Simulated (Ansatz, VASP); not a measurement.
## TaN: VASP beside Ansatz

```xyz
6
Lattice="5.1536 0.0000 0.0000 -2.5768 4.4631 0.0000 0.0000 0.0000 2.8712" Properties=species:S:1:pos:R:3 pbc="T T T"
Ta    0.0000    0.0000    0.0000
Ta    0.0000    2.9754    1.4356
Ta    2.5768    1.4877    1.4356
N     2.0278    0.0000    0.0000
N     1.5629    2.7070    0.0000
N    -1.0139    1.7561    0.0000
```

Alike in both runs: functional LDA; k mesh 6 × 6 × 6; occupations gaussian, width 0.1 eV; no spin polarisation.

Ansatz relaxed the structure, and its values are those at the end. VASP's run is a single point on that final structure, the one shown.

|  | VASP | Ansatz |
| --- | --- | --- |
| version | VASP 6.6.1 | Ansatz 0.2.0 |
| potentials or method | VASP PAW LDA potentials, release 64 (Ta_sv_GW, N), cutoff 700 eV | scalar-relativistic, plane waves, PAW |
| valence electrons in the cell | 54 | 54 |

Ansatz gave:

```
gap on the k mesh at the Fermi level (eV) : none
pressure (GPa)                            : -0.2
rms of the force components (eV/Å)        : 0.003
```

Estimate VASP's values.

gap on the k mesh at the Fermi level (eV): none; pressure (GPa): 1.0; rms of the force components (eV/Å): 0.001.

Ansatz warns that its potentials were made for another functional, while VASP's fit it. LDA's correlation is that of Perdew and Zunger in VASP and of Perdew and Wang (1992) in Ansatz. A gap of «none» marks a metal or a gap that the smearing closes.

The k mesh is coarse, so the values compare programs but aren't converged. Spin-orbit coupling is off throughout.
